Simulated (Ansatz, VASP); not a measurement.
# HgTe: VASP beside Ansatz

File INCAR:

```
SYSTEM = HgTe
ALGO = Normal ; EDIFF = 1E-6
ENCUT = 520 ; GGA = PE
GGA_COMPAT = .FALSE. ; ISIF = 2
ISMEAR = -1 ; LASPH = .TRUE.
LCHARG = .FALSE. ; LORBIT = 11
LORBMOM = .TRUE. ; LREAL = .FALSE.
LSORBIT = .TRUE. ; LWAVE = .FALSE.
MAGMOM = 0 0 0 0 0 0 ; NBANDS = 30
NELM = 150 ; PREC = Accurate
SIGMA = 0.05
```

Contents of KPOINTS:

```
k-points
0
G
  5 5 5
  0 0 0
```

The input POSCAR:

```
HgTe
1.0
    0.0000000000      3.2145000000      3.2145000000
    3.2145000000      0.0000000000      3.2145000000
    3.2145000000      3.2145000000      0.0000000000
Hg Te
1 1
Direct
    0.0000000000      0.0000000000      0.0000000000
    0.7500000000      0.7500000000      0.7500000000
```

Contents of input.yaml:

```yaml
crystal:
  lattice:
    - [0.0, 3.2145, 3.2145]
    - [3.2145, 0.0, 3.2145]
    - [3.2145, 3.2145, 0.0]
  atoms:
    - { symbol: Hg, position: [0.0, 0.0, 0.0] }
    - { symbol: Te, position: [0.75, 0.75, 0.75] }
kpoints:
  mp_grid: { grid: [5, 5, 5] }
  band_path:
    path:
      - [0.0, 0.0, 0.0]
      - [0.5, 0.0, 0.5]
      - [0.5, 0.25, 0.75]
      - [0.375, 0.375, 0.75]
      - [0.0, 0.0, 0.0]
      - [0.5, 0.5, 0.5]
      - [0.625, 0.25, 0.625]
      - [0.5, 0.25, 0.75]
    npoints: 10
scf:
  occupations: { method: fermi_dirac, width: 0.05 }
hamiltonian:
  xc: pbe
  pseudopotentials: { kind: all_electron, lapw: { basis_error: 0.001 } }
magnetization:
  noncollinear: true
  spin_orbit: true
output:
  forces: true
  stress: true
  eigenvalues: true
```

Alike in both runs: functional PBE; k mesh 5 × 5 × 5; occupations fermi-dirac, width 0.05 eV; non-collinear spin, spin-orbit coupling.

|  | VASP | Ansatz |
| --- | --- | --- |
| version | VASP 6.6.1 | Ansatz 0.2.0 |
| potentials or method | VASP PAW PBE potentials, release 64 (Hg, Te), cutoff 520 eV | all-electron LAPW, relativistic spinors |
| task | single point | band structure |

|  | VASP | Ansatz | Ansatz less VASP |
| --- | --- | --- | --- |
| pressure (GPa) | 4.5 | 4.2 | -0.27 |
| net moment per atom (μB) | 0.00 | 0.00 | 0.000 |

Ansatz ran all-electron here, and VASP with PAW potentials.

Noted on Ansatz's run: the k mesh is thin for a metal, which can move the energy by tens of meV per atom.
